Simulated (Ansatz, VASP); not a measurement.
# Si in VASP and in Ansatz

The input POSCAR:

```
Si
1.0
    2.6598509571      0.0000000000      0.0000000000
   -1.3299254786      2.3034984991      0.0000000000
    0.0000000000      0.0000000000      2.4293590741
Si
1
Direct
    0.0000000000      0.0000000000      0.0000000000
```

File INCAR.step1:

```
  PREC = Accurate
  ENCUT = 520
  ISMEAR = 0
  SIGMA = 0.15
  LREAL = F
  LASPH = T
  NELM = 100
  NBANDS = 8
  GGA = PE
  ALGO = Normal
  EDIFF = 1E-4
  LWAVE = T
  LCHARG = F
```

The input INCAR.step2:

```
  PREC = Accurate
  ENCUT = 520
  EDIFF = 1E-7
  ISMEAR = 0
  SIGMA = 0.15
  LREAL = F
  LASPH = T
  NELM = 100
  ALGO = Normal
  ISIF = 2
  LWAVE = F
  LCHARG = T
  METAGGA = R2SCAN
  LMIXTAU = T
  LELF = T
  LVHAR = T
  NBANDS = 8
  ISTART = 1
```

Contents of KPOINTS:

```
Automatic mesh
0
Gamma
  24 24 20
```

Input for Ansatz:

```yaml
crystal:
  lattice:
    - [2.6598509571, 0.0, 0.0]
    - [-1.3299254786, 2.3034984991, 0.0]
    - [0.0, 0.0, 2.4293590741]
  atoms:
    - { symbol: Si, position: [0.0, 0.0, 0.0] }
basis:
  ecutwfc: 500
kpoints:
  mp_grid: { grid: [24, 24, 20] }
hamiltonian:
  xc: r2scan
scf:
  occupations: { method: gaussian, width: 0.15 }
output:
  forces: true
  stress: true
  eigenvalues: true
```

Change from the starting cell: strain +0.015 along x and y, -0.015 along z, atoms carried along.

Alike in both runs: task single point; functional r2SCAN; k mesh 24 × 24 × 20; occupations gaussian, width 0.15 eV; no spin polarisation.

|  | VASP | Ansatz |
| --- | --- | --- |
| version | VASP 6.6.1 | Ansatz 0.2.0 |
| potentials or method | VASP PAW PBE potentials, release 64 (Si), cutoff 520 eV | scalar-relativistic, plane waves, PAW |
| valence electrons in the cell | 4 | 4 |

|  | VASP | Ansatz | Ansatz less VASP |
| --- | --- | --- | --- |
| gap on the k mesh at the Fermi level (eV) | none | none | - |
| pressure (GPa) | 0.7 | 0.8 | +0.10 |
| traceless stress, the component that is largest in VASP (GPa) | 4.27 | 4.37 | +0.100 |

VASP's potentials were made for PBE, not for r2SCAN. A gap of «none» marks a metal or a gap that the smearing closes. With one functional, cell and mesh, what is left measures potentials, basis and numerics.
